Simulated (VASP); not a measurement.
Write the native input for VASP 6.6.1 that does the following.

| Quantity | Value |
| --- | --- |
| Task | single point |
| Functional | PBEsol |
| Potentials or basis | VASP PAW PBE potentials, release 64 (B, N) |
| Cutoff | 520 eV |
| k mesh | 9 × 9 × 6 |
| Occupations | gaussian, width 0.02 eV |
| Spin | no spin polarisation |
| Dipole correction | no |
| Further INCAR settings | ALGO = Normal; EDIFF = 1e-07; NBANDS = 16 |

The structure of BN lies in POSCAR:

```
BN
1.0
    2.5659661661      0.0000000000      0.0000000000
   -1.2829830830      2.2221918851      0.0000000000
    0.0000000000      0.0000000000      4.3035180260
B N
2 2
Direct
    0.3333333333      0.6666666667     -0.0005252657
    0.6666666667      0.3333333333      0.4994747343
    0.3333333333      0.6666666667      0.3745252657
    0.6666666667      0.3333333333      0.8745252657
```

This cell differs from its parent crystal: strained cell.

The input as run:

INCAR

```
SYSTEM = BN
ALGO = Normal
EDIFF = 1E-7
ENCUT = 520
GGA = PS
ISIF = 2
ISMEAR = 0
LASPH = .TRUE.
LCHARG = .FALSE.
LREAL = .FALSE.
LWAVE = .FALSE.
NBANDS = 16
NELM = 60
PREC = Accurate
SIGMA = 0.02
```

KPOINTS

```
k-points
0
G
  9 9 6
  0 0 0
```

Potentials or basis: VASP PAW PBE potentials, release 64 (B, N).

Launch:

```bash
$ cat potpaw_PBE.64/B/POTCAR potpaw_PBE.64/N/POTCAR > POTCAR
$ mpirun -np 1 vasp_std > vasp.out
```

Results of the run:

* Pressure: -14.8 GPa
* Largest force: 0.009 eV/Å
* Band gap on the k mesh: 5.00 eV (least direct gap 7.85 eV)

Caveat: the cell differs from its parent crystal (strained cell); the cell stands under tension; the PAW data sets were made with another functional, which shifts forces and pressure a little; an odd mesh through Γ misses points on the zone boundary, where band edges can lie.

Run time: 27 s on 1 thread of Intel Xeon 8259CL (shared host), peak memory 0.14 GiB.
